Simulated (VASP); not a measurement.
A run of VASP 6.6.1:

The input INCAR:

```
SYSTEM = BAs
PREC     = Accurate       ! precision mode
ENCUT    = 520            ! plane-wave cutoff, eV
EDIFF    = 1E-7           ! SCF threshold, eV
ISMEAR   = 0              ! smearing method
SIGMA    = 0.05           ! smearing width, eV
LREAL    = .False.        ! projectors in reciprocal space
LASPH    = .True.         ! aspherical terms in the spheres
NELM     = 100            ! most SCF steps
ALGO     = Normal         ! electronic algorithm
ISIF     = 2              ! what is computed and relaxed
LWAVE    = .False.        ! write WAVECAR
LCHARG   = .True.         ! write CHGCAR
LDIPOL   = .True.       
IDIPOL   = 3            
DIPOL    = 0.5 0.5 0.500
GGA      = PE             ! functional
LELF     = .True.         ! ELF
LVHAR    = .True.       
LVACPOTAV= .True.       
NBANDS   = 26             ! bands
ISYM     = 0
```

The input KPOINTS:

```
regular mesh
0
Gamma
  1 9 1
  0 0 0
```

File POSCAR:

```
BAs
1.0
    3.4003508765      0.0000000000      0.0000000000
   -1.7001754383      2.9447902409      0.0000000000
    0.0000000000      0.0000000000     24.0232183101
As B
4 4
Direct
    0.0000000000      0.0000000000      0.3121979704
    0.3333333333      0.6666666667      0.4277684502
    0.6666666667      0.3333333333      0.5433389299
    0.0000000000      0.0000000000      0.6589094096
    0.3333333333      0.6666666667      0.3410905904
    0.6666666667      0.3333333333      0.4566610701
    0.0000000000      0.0000000000      0.5722315498
    0.3333333333      0.6666666667      0.6878020296
```

Potentials or basis: VASP PAW PBE potentials, release 64 (As, B).

The run is started by

```console
$ cat potpaw_PBE.64/As/POTCAR potpaw_PBE.64/B/POTCAR > POTCAR
$ mpirun -np 1 vasp_std > vasp.out
```

Hardware: 1 thread of Intel(R) Xeon(R) Platinum 8259CL CPU @ 2.50GHz (Skylake/Cascade Lake) (shared host).

Question: Estimate the wall time of this run.

Answer: Wall time 110 s on 1 thread of Intel(R) Xeon(R) Platinum 8259CL CPU @ 2.50GHz (Skylake/Cascade Lake), on a shared host, peak memory 0.35 GiB. Counts: scf iterations 31, k points 5.
